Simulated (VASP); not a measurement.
Set up this calculation in VASP 6.6.1, as the native input.

```
Task                   : single point
Functional             : RPBE
Potentials or basis    : VASP PAW PBE potentials, release 64 (Zr_sv)
Cutoff                 : 520 eV
k mesh                 : 12 × 12 × 12
Occupations            : fermi-dirac, width 0.1 eV
Spin                   : no spin polarisation
Dipole correction      : no
Further INCAR settings : ALGO = Normal; EDIFF = 1e-07; NBANDS = 12
```

The structure of Zr lies in POSCAR:

```
Zr
1.0
    2.8612459341      0.0000000000      0.0000000000
    0.0000000000      2.8612459341      0.0000000000
    0.0000000000      0.0000000000      2.8612459341
Zr
1
Direct
    0.0000000000      0.0000000000      0.0000000000
```

This cell differs from its parent crystal: volume scaled by 0.92.

These files were run (other wordings do the same):

INCAR

```
  PREC = Accurate
  ENCUT = 520
  EDIFF = 1E-7
  ISMEAR = -1
  SIGMA = 0.1
  LREAL = F
  LASPH = T
  NELM = 100
  ALGO = Normal
  ISIF = 2
  LWAVE = F
  LCHARG = F
  GGA = RP
  NBANDS = 12
```

KPOINTS

```
Automatic mesh
0
Gamma
  12 12 12
```

Potentials or basis: VASP PAW PBE potentials, release 64 (Zr_sv).

Launch:

```sh
$ cat potpaw_PBE.64/Zr_sv/POTCAR > POTCAR
$ mpirun -np 1 vasp_std > vasp.out
```

Results of the run:

```
Pressure               : 6.3 GPa
Band gap on the k mesh : zero (band 6 reaches 9.79 eV, above the bottom of band 7 at 6.87 eV)
```

Caveat: the PAW data sets were made with another functional, which shifts forces and pressure a little.

Wall time 12 s on 1 thread of Intel(R) Xeon(R) Platinum 8488C (Sapphire Rapids), on a shared host, peak memory 0.14 GiB.
